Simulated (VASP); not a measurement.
# CdF2 (Fm-3m) in VASP: a series of runs

CdF2 is run at these levels: LDA; tasks: electric field gradients.

Program: VASP 6.6.1. These are calculated values, not measurements. Logs are shortened: lines on timing, memory, paths and dates and some standing lists are left out, and cuts for length are marked.

## 1. The cell of the first run

It takes space group Fm-3m (No. 225, cubic). Conventional cell: a = 5.388 Å, b = 5.388 Å, c = 5.388 Å, α = 90.00°, β = 90.00°, γ = 90.00°. Within 3.1 Å of Cd (site symmetry m-3m) lie 8 F at 2.33 Å. F (site symmetry -43m) has 4 Cd at 2.33 Å and 6 F at 2.69 Å within 3.1 Å.

## 2. Electric field gradients, LDA

INCAR reads:

```
PREC = Accurate
ENCUT = 520
EDIFF = 1E-8
ISMEAR = -1
SIGMA = 0.02
LREAL = F
LASPH = T
NELM = 120
ALGO = Normal
ISIF = 2
LWAVE = F
LCHARG = F
GGA = CA
LEFG = T
NBANDS = 24
GGA_COMPAT = F
```

KPOINTS reads:

```
Automatic mesh
0
Gamma
  8 8 8
```

POSCAR reads:

```
CdF2
1.0
    0.0000000000      2.6940000000      2.6940000000
    2.6940000000      0.0000000000      2.6940000000
    2.6940000000      2.6940000000      0.0000000000
Cd F
1 2
Direct
    0.0000000000      0.0000000000      0.0000000000
    0.2500000000      0.2500000000      0.2500000000
    0.7500000000      0.7500000000      0.7500000000
```

Potentials or basis: VASP PAW LDA potentials, release 64 (Cd_sv_GW, F).

Run with:

```console
$ cat potpaw_LDA.64/Cd_sv_GW/POTCAR potpaw_LDA.64/F/POTCAR > POTCAR
$ mpirun -np 1 vasp_std > vasp.out
```

OUTCAR:

```text
PREC = Accurate
   ENCUT = 520
   EDIFF = 1E-8
   ISMEAR = -1
   LREAL = F
   LASPH = T
   NELM = 120
   ISIF = 2
   GGA = CA

 ion  position               nearest neighbor table
   1  0.000  0.000  0.000-
   2  0.250  0.250  0.250-
   3  0.750  0.750  0.750-

  LATTYP: Found a face centered cubic cell.
 ALAT       =     5.3880000000

  Lattice vectors:

 A1 = (   0.0000000000,   2.6940000000,   2.6940000000)
 A2 = (   2.6940000000,   0.0000000000,   2.6940000000)
 A3 = (   2.6940000000,   2.6940000000,   0.0000000000)

Analysis of symmetry for initial positions (statically):
=====================================================================
 Subroutine PRICEL returns:
 Original cell was already a primitive cell.

 Routine SETGRP: Setting up the symmetry group for a
 face centered cubic supercell.

 Subroutine GETGRP returns: Found 48 space group operations
 (whereof 48 operations were pure point group operations)
 out of a pool of 48 trial point group operations.

The static configuration has the point symmetry O_h .

Analysis of symmetry for dynamics (positions and initial velocities):
=====================================================================
 Subroutine PRICEL returns:
 Original cell was already a primitive cell.

 Routine SETGRP: Setting up the symmetry group for a
 face centered cubic supercell.

 Subroutine GETGRP returns: Found 48 space group operations
 (whereof 48 operations were pure point group operations)
 out of a pool of 48 trial point group operations.

The dynamic configuration has the point symmetry O_h .

 Subroutine INISYM returns: Found 48 space group operations
 (whereof 48 operations are pure point group operations),
 and found     1 'primitive' translations

----------------------------------------------------------------------------------------

                                     Primitive cell

  volume of cell :      39.1041

  direct lattice vectors                    reciprocal lattice vectors
     0.000000000  2.694000000  2.694000000    -0.185597624  0.185597624  0.185597624
[... 123 lines left out ...]
   NGX = 15   NGY = 15   NGZ = 15

 number of electron      33.9999970 magnetization

 Free energy of the ion-electron system (eV)
  ---------------------------------------------------
  ext. energy  EPLUGINS =         0.00000000
  ---------------------------------------------------
  free energy    TOTEN  =       -12.78134551 eV

  energy without entropy =      -12.78134551  energy(sigma->0) =      -12.78134551

 E-fermi :   0.7628     XC(G=0): -11.2945

 val. band max:        0.2389995937   @ k =  -0.2500   0.5000   0.2500
 cond. band min:       3.0495783384   @ k =   0.0000   0.0000   0.0000
 fundamental gap:      2.8105787447
 Fermi energy:         0.7628266316

 k-point     1 :       0.0000    0.0000    0.0000
  band No.  band energies     occupation
      1     -97.5046      2.00000
      2     -58.9287      2.00000
      3     -58.9287      2.00000
      4     -58.9287      2.00000
      5     -20.2043      2.00000
      6     -19.0286      2.00000
[... 637 lines left out ...]
     23      18.5349      0.00000
     24      21.7580      0.00000

 [... further k-points ...]

------------------------ aborting loop because EDIFF is reached ----------------------------------------

  FORCE on cell =-STRESS in cart. coord.  units (eV):
  Direction    XX          YY          ZZ          XY          YZ          ZX
  --------------------------------------------------------------------------------------
  -------------------------------------------------------------------------------------
  Total       -1.7736843     -1.7736843     -1.7736843      0.0000000      0.0000000      0.0000000
  in kB      -72.6715020    -72.6715020    -72.6715020      0.0000000      0.0000000      0.0000000
  external PRESSURE =     -72.6715020 kB  Pullay stress =       0.0000000 kB

 VOLUME and BASIS-vectors are now :
 -----------------------------------------------------------------------------
  energy-cutoff  :      520.00
  volume of cell :       39.10
      direct lattice vectors                 reciprocal lattice vectors
     0.000000000  2.694000000  2.694000000    -0.185597624  0.185597624  0.185597624
     2.694000000  0.000000000  2.694000000     0.185597624 -0.185597624  0.185597624
     2.694000000  2.694000000  0.000000000     0.185597624  0.185597624 -0.185597624

 POSITION                                       TOTAL-FORCE (eV/Angst)
 -----------------------------------------------------------------------------------
      0.00000      0.00000      0.00000        -0.000000      0.000000     -0.000000
      1.34700      1.34700      1.34700        -0.000000     -0.000000     -0.000000
      4.04100      4.04100      4.04100         0.000000      0.000000      0.000000
 -----------------------------------------------------------------------------------
    total drift:                                0.000000     -0.000000      0.000000

  FREE ENERGIE OF THE ION-ELECTRON SYSTEM (eV)
  ---------------------------------------------------
  free  energy   TOTEN  =       -12.7813455141 eV

  energy  without entropy=      -12.7813455141  energy(sigma->0) =      -12.78134551

 Electric field gradients (V/A^2)
---------------------------------------------------------------------
 ion       V_xx      V_yy      V_zz      V_xy      V_xz      V_yz
---------------------------------------------------------------------
   1      -0.000     0.000    -0.000    -0.004    -0.004    -0.004
   2      -0.000     0.000    -0.000     0.008     0.008     0.008
   3      -0.000     0.000    -0.000     0.008     0.008     0.008
---------------------------------------------------------------------

 Electric field gradients after diagonalization (V/A^2)
 (convention: |V_zz| > |V_xx| > |V_yy|)
----------------------------------------------------------------------
 ion       V_xx      V_yy      V_zz     asymmetry (V_yy - V_xx)/ V_zz
----------------------------------------------------------------------
   1       0.004     0.004    -0.008       0.000
   2      -0.008    -0.008     0.017       0.000
   3      -0.008    -0.008     0.017       0.000
----------------------------------------------------------------------

           NMR quadrupolar parameters

 Cq : quadrupolar parameter    Cq=e*Q*V_zz/h
 eta: asymmetry parameters     (V_yy - V_xx)/ V_zz
 Q  : nuclear electric quadrupole moment in mb (millibarn)
----------------------------------------------------------------------
 ion       Cq(MHz)       eta       Q (mb)
----------------------------------------------------------------------
   1      -0.000       0.000       1.000
   2       0.000       0.000       1.000
   3       0.000       0.000       1.000
----------------------------------------------------------------------
```

stdout:

```text
POSCAR found type information on POSCAR CdF
 POSCAR found :  2 types and       3 ions
 scaLAPACK will be used
 LDA part: xc-table for (Slater(with rela. corr.)+CA(PZ))
 , standard interpolation
 POSCAR, INCAR and KPOINTS ok, starting setup
 FFT: planning ... GRIDC
 FFT: planning ... GRID_SOFT
 FFT: planning ... GRID
 WAVECAR not read
 entering main loop
ion   1

ion   2

ion   3
```

Run time: 14 s. Hardware: 1 thread of Intel Xeon 6975P-C (Granite Rapids), shared host; peak memory 0.16 GiB.

What came out:

```
Free energy                             : -12.7813 eV
Pressure                                : -7.3 GPa
Band gap on the k mesh                  : 2.81 eV (least direct gap 3.29 eV)
Largest electric field gradient by atom : under 0.05 V/Å² on every atom
```

Levels at points of the mesh, in eV from the valence-band top:
```csv
k point,band 15,band 16,band 17,band 18,band 19,band 20
"(0.00, 0.00, 0.00)",-0.48,-0.48,-0.48,2.81,12.30,12.30
"(0.50, 0.00, 0.00)",-1.91,-0.39,-0.39,6.96,8.78,14.15
"(0.50, 0.50, 0.00)",-0.53,-0.09,-0.09,7.77,9.35,11.46
```

Caveat: the cell stands under tension. A k mesh can miss the band edges.

## 3. Electric field gradients, LDA (12.77 Å³/atom)

This run uses another cell than the first one, of 12.77 Å³/atom.

INCAR reads:

```
SYSTEM = CdF2
  PREC = Accurate
  ENCUT = 520
  EDIFF = 1E-8
  ISMEAR = -1
  SIGMA = 0.02
  LREAL = .FALSE.
  LASPH = .TRUE.
  NELM = 120
  ALGO = Normal
  ISIF = 2
  LWAVE = .FALSE.
  LCHARG = .FALSE.
  LEFG = .TRUE.
  NBANDS = 24
  GGA_COMPAT = .FALSE.
```

KPOINTS reads:

```
Automatic mesh
0
G
  8 8 8
  0 0 0
```

POSCAR reads:

```
CdF2
1.0
    0.0000000000      2.6759189183      2.6759189183
    2.6759189183      0.0000000000      2.6759189183
    2.6759189183      2.6759189183      0.0000000000
Cd F
1 2
Direct
    0.0000000000      0.0000000000      0.0000000000
    0.2500000000      0.2500000000      0.2500000000
    0.7500000000      0.7500000000      0.7500000000
```

Potentials or basis: VASP PAW LDA potentials, release 64 (Cd_sv_GW, F).

Run with:

```console
$ cat potpaw_LDA.64/Cd_sv_GW/POTCAR potpaw_LDA.64/F/POTCAR > POTCAR
$ mpirun -np 1 vasp_std > vasp.out
```

OUTCAR:

```text
SYSTEM = CdF2
   PREC = Accurate
   ENCUT = 520
   EDIFF = 1E-8
   ISMEAR = -1
   LREAL = .FALSE.
   LASPH = .TRUE.
   NELM = 120
   ISIF = 2

 ion  position               nearest neighbor table
   1  0.000  0.000  0.000-
   2  0.250  0.250  0.250-
   3  0.750  0.750  0.750-

  LATTYP: Found a face centered cubic cell.
 ALAT       =     5.3518378366

  Lattice vectors:

 A1 = (   0.0000000000,   2.6759189183,   2.6759189183)
 A2 = (   2.6759189183,   0.0000000000,   2.6759189183)
 A3 = (   2.6759189183,   2.6759189183,   0.0000000000)

Analysis of symmetry for initial positions (statically):
=====================================================================
 Subroutine PRICEL returns:
 Original cell was already a primitive cell.

 Routine SETGRP: Setting up the symmetry group for a
 face centered cubic supercell.

 Subroutine GETGRP returns: Found 48 space group operations
 (whereof 48 operations were pure point group operations)
 out of a pool of 48 trial point group operations.

The static configuration has the point symmetry O_h .

Analysis of symmetry for dynamics (positions and initial velocities):
=====================================================================
 Subroutine PRICEL returns:
 Original cell was already a primitive cell.

 Routine SETGRP: Setting up the symmetry group for a
 face centered cubic supercell.

 Subroutine GETGRP returns: Found 48 space group operations
 (whereof 48 operations were pure point group operations)
 out of a pool of 48 trial point group operations.

The dynamic configuration has the point symmetry O_h .

 Subroutine INISYM returns: Found 48 space group operations
 (whereof 48 operations are pure point group operations),
 and found     1 'primitive' translations

----------------------------------------------------------------------------------------

                                     Primitive cell

  volume of cell :      38.3221

  direct lattice vectors                    reciprocal lattice vectors
     0.000000000  2.675918918  2.675918918    -0.186851700  0.186851700  0.186851700
     2.675918918  0.000000000  2.675918918     0.186851700 -0.186851700  0.186851700
     2.675918918  2.675918918  0.000000000     0.186851700  0.186851700 -0.186851700

  length of vectors
     3.784320826  3.784320826  3.784320826     0.323636639  0.323636639  0.323636639

  position of ions in fractional coordinates (direct lattice)
     0.000000000  0.000000000  0.000000000
     0.250000000  0.250000000  0.250000000
     0.750000000  0.750000000  0.750000000

  ion indices of the primitive-cell ions
   primitive index   ion index
                 1           1
                 2           2
                 3           3

----------------------------------------------------------------------------------------

[... 75 lines left out ...]
   ISIF   =      2    stress and relaxation
   ISYM   =      2    0-nonsym 1-usesym 2-fastsym
   POTIM  = 0.5000    time-step for ionic-motion
   TEBEG  =    0.0;   TEEND  =   0.0 temperature during run
   PSTRESS=    0.0 pullay stress
   NELECT =      34.0000    total number of electrons
   NUPDOWN=      -1.0000    fix difference up-down
   EMIN   =  10.00;   EMAX   =-10.00  energy-range for DOS
   EFERMI =   0.00;   METHOD = LEGACY
   ISMEAR =    -1;   SIGMA  =   0.02  broadening in eV -4-tet -1-fermi 0-gaus
   EFERMI_NEDOS =   21; number of points for ismear=-14 and -15
   IALGO  =     38    algorithm
   IMIX   =      4    mixing-type and parameters
     AMIX     =   0.40;   BMIX     =  1.00
     AMIX_MAG =   1.60;   BMIX_MAG =  1.00
  volume/ion in A,a.u.               =      12.77        86.20
  Fermi-wavevector in a.u.,A,eV,Ry     =   1.573083  2.972695 33.668825  2.474589
  Thomas-Fermi vector in A             =   2.674420
   LORBIT       =      0    0 simple, 1 ext, 2 COOP (PROOUT), +10 PAW based schemes
   GGA     = CA    functional components
   LHFCALC =     F    Hartree Fock is set to
   AEXX    =    0.0000 exact exchange contribution
   IVDW    =     0    specifies the selected vdW correction
   LEPSILON=     F    determine dielectric tensor
   LRPA    =     F    only Hartree local field effects (RPA)
 non-spin polarized calculation
  energy-cutoff  :      520.00
  volume of cell :       38.32
 maximum number of plane-waves:      1056
   NGX = 15   NGY = 15   NGZ = 15

 number of electron      33.9999997 magnetization

 Free energy of the ion-electron system (eV)
  ---------------------------------------------------
  ext. energy  EPLUGINS =         0.00000000
  ---------------------------------------------------
  free energy    TOTEN  =       -12.80213435 eV

  energy without entropy =      -12.80213435  energy(sigma->0) =      -12.80213435

 E-fermi :   1.1938     XC(G=0): -11.4074

 val. band max:        0.4365536799   @ k =  -0.2500   0.5000   0.2500
 cond. band min:       3.3183989540   @ k =   0.0000   0.0000   0.0000
 fundamental gap:      2.8818452742
 Fermi energy:         1.1938468408

 k-point     1 :       0.0000    0.0000    0.0000
  band No.  band energies     occupation
      1     -97.2721      2.00000
      2     -58.6984      2.00000
      3     -58.6984      2.00000
      4     -58.6984      2.00000
      5     -20.1250      2.00000
      6     -18.8895      2.00000
[... 637 lines left out ...]
     23      18.8738      0.00000
     24      22.0936      0.00000

 [... further k-points ...]

------------------------ aborting loop because EDIFF is reached ----------------------------------------

  FORCE on cell =-STRESS in cart. coord.  units (eV):
  Direction    XX          YY          ZZ          XY          YZ          ZX
  --------------------------------------------------------------------------------------
  -------------------------------------------------------------------------------------
  Total       -1.2425118     -1.2425118     -1.2425118      0.0000000     -0.0000000      0.0000000
  in kB      -51.9472137    -51.9472137    -51.9472137      0.0000000     -0.0000000      0.0000000
  external PRESSURE =     -51.9472137 kB  Pullay stress =       0.0000000 kB

 VOLUME and BASIS-vectors are now :
 -----------------------------------------------------------------------------
  energy-cutoff  :      520.00
  volume of cell :       38.32
      direct lattice vectors                 reciprocal lattice vectors
     0.000000000  2.675918918  2.675918918    -0.186851700  0.186851700  0.186851700
     2.675918918  0.000000000  2.675918918     0.186851700 -0.186851700  0.186851700
     2.675918918  2.675918918  0.000000000     0.186851700  0.186851700 -0.186851700

 POSITION                                       TOTAL-FORCE (eV/Angst)
 -----------------------------------------------------------------------------------
      0.00000      0.00000      0.00000         0.000000      0.000000      0.000000
      1.33796      1.33796      1.33796         0.000000     -0.000000     -0.000000
      4.01388      4.01388      4.01388        -0.000000      0.000000      0.000000
 -----------------------------------------------------------------------------------
    total drift:                                0.000000     -0.000000      0.000000

  FREE ENERGIE OF THE ION-ELECTRON SYSTEM (eV)
  ---------------------------------------------------
  free  energy   TOTEN  =       -12.8021343550 eV

  energy  without entropy=      -12.8021343550  energy(sigma->0) =      -12.80213435

 Electric field gradients (V/A^2)
---------------------------------------------------------------------
 ion       V_xx      V_yy      V_zz      V_xy      V_xz      V_yz
---------------------------------------------------------------------
   1      -0.000    -0.000     0.000    -0.003    -0.003    -0.003
   2       0.000    -0.000     0.000     0.008     0.008     0.008
   3       0.000    -0.000     0.000     0.008     0.008     0.008
---------------------------------------------------------------------

 Electric field gradients after diagonalization (V/A^2)
 (convention: |V_zz| > |V_xx| > |V_yy|)
----------------------------------------------------------------------
 ion       V_xx      V_yy      V_zz     asymmetry (V_yy - V_xx)/ V_zz
----------------------------------------------------------------------
   1       0.003     0.003    -0.006       0.000
   2      -0.008    -0.008     0.016       0.000
   3      -0.008    -0.008     0.016       0.000
----------------------------------------------------------------------

           NMR quadrupolar parameters

 Cq : quadrupolar parameter    Cq=e*Q*V_zz/h
 eta: asymmetry parameters     (V_yy - V_xx)/ V_zz
 Q  : nuclear electric quadrupole moment in mb (millibarn)
----------------------------------------------------------------------
 ion       Cq(MHz)       eta       Q (mb)
----------------------------------------------------------------------
   1      -0.000       0.000       1.000
   2       0.000       0.000       1.000
   3       0.000       0.000       1.000
----------------------------------------------------------------------
```

OSZICAR:

```text
N       E                     dE             d eps       ncg     rms          rms(c)
DAV:   1     0.543802144785E+03    0.54380E+03   -0.19896E+04  1480   0.195E+03
DAV:   2     0.331534397263E+02   -0.51065E+03   -0.46513E+03  1400   0.645E+02
DAV:   3    -0.125216402314E+02   -0.45675E+02   -0.45133E+02  2016   0.206E+02
DAV:   4    -0.142652711563E+02   -0.17436E+01   -0.17433E+01  1584   0.453E+01
DAV:   5    -0.143333370938E+02   -0.68066E-01   -0.68063E-01  2104   0.853E+00    0.132E+01
DAV:   6    -0.128528681833E+02    0.14805E+01   -0.34402E+00  2096   0.453E+01    0.113E+01
DAV:   7    -0.128327654343E+02    0.20103E-01   -0.38965E-01  1584   0.662E+00    0.739E+00
DAV:   8    -0.128104986181E+02    0.22267E-01   -0.14148E-01  1816   0.529E+00    0.130E+00
DAV:   9    -0.128021554496E+02    0.83432E-02   -0.30702E-02  2024   0.386E+00    0.146E-01
DAV:  10    -0.128021311089E+02    0.24341E-04   -0.15401E-03  2096   0.542E-01    0.109E-01
DAV:  11    -0.128021348819E+02   -0.37730E-05   -0.65360E-05  2264   0.192E-01    0.429E-02
DAV:  12    -0.128021341171E+02    0.76473E-06   -0.62477E-06  1976   0.369E-02    0.310E-03
DAV:  13    -0.128021343665E+02   -0.24934E-06   -0.36095E-07  2048   0.803E-03    0.138E-03
DAV:  14    -0.128021343557E+02    0.10811E-07   -0.17503E-08  1400   0.668E-03    0.443E-04
DAV:  15    -0.128021343550E+02    0.70122E-09   -0.13660E-08  1192   0.102E-03
   1 F= -.12802134E+02 E0= -.12802134E+02  d E =0.000000E+00
```

stdout:

```text
POSCAR found type information on POSCAR CdF
 POSCAR found :  2 types and       3 ions
 scaLAPACK will be used
 LDA part: xc-table for (Slater(with rela. corr.)+CA(PZ))
 , standard interpolation
 POSCAR, INCAR and KPOINTS ok, starting setup
 FFT: planning ... GRIDC
 FFT: planning ... GRID_SOFT
 FFT: planning ... GRID
 WAVECAR not read
 entering main loop
ion   1

ion   2

ion   3
```

Wall time 31 s (1 thread of Intel Xeon Platinum 8375C at 2.90GHz (Ice Lake), shared host); peak memory 0.16 GiB.

What came out:

```
Free energy                             : -12.8021 eV
Pressure                                : -5.2 GPa
Band gap on the k mesh                  : 2.88 eV (least direct gap 3.34 eV)
Largest electric field gradient by atom : under 0.05 V/Å² on every atom
```

Levels at points of the mesh, in eV from the valence-band top:
```tsv
k point	band 13	band 14	band 15	band 16	band 17	band 18	band 19	band 20	band 21	band 22
(0.00, 0.00, 0.00)	-1.07	-1.07	-0.45	-0.45	-0.45	2.88	12.39	12.39	12.39	17.31
(0.50, 0.00, 0.00)	-2.46	-1.99	-1.99	-0.37	-0.37	7.11	8.84	14.32	14.32	17.94
(0.50, 0.50, 0.00)	-3.16	-3.14	-0.58	-0.09	-0.09	7.93	9.46	11.50	14.11	14.11
```

Caveat: the cell stands under tension.
